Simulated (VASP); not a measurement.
Runs of VASP 6.6.1 on Si2Mo. The structure is that of space group I4/mmm (No. 139), or close to it. The cells are those of the table. 

```tsv
cell	gap on the mesh (eV)	pressure (GPa)	largest force (eV/Å)
a = 4.624 Å, angles 138.7, 138.7, 59.9°, 3 atoms	none	(b)	0.34
a = 4.595 Å, angles 138.7, 138.7, 59.9°, 3 atoms	none	(a)	0.31
a = 4.474 Å, angles 138.7, 138.7, 59.9°, 3 atoms	none	12.3	0.20
a = 4.505 Å, angles 138.7, 138.7, 59.9°, 3 atoms	none	7.1	0.23
a = 4.565 Å, angles 138.7, 138.7, 59.9°, 3 atoms	none	-1.6	0.29
```

Alike in all rows: task single point; level PBE; potentials or basis VASP PAW PBE potentials, release 64 (Si, Mo_sv); no spin polarisation; k mesh 13 × 13 × 13; cutoff (eV) 520; smearing fermi-dirac 0.15 eV.

Fill in the values left out.

(a) -5.3; (b) -8.6.

Caveats: the cell stands under tension (at least some runs); the cell stands under pressure (at least some runs).

A k mesh can miss the band edges, and the runs leave out spin-orbit coupling on Mo.

A gap of «none» marks levels without a gap at the run's occupations.
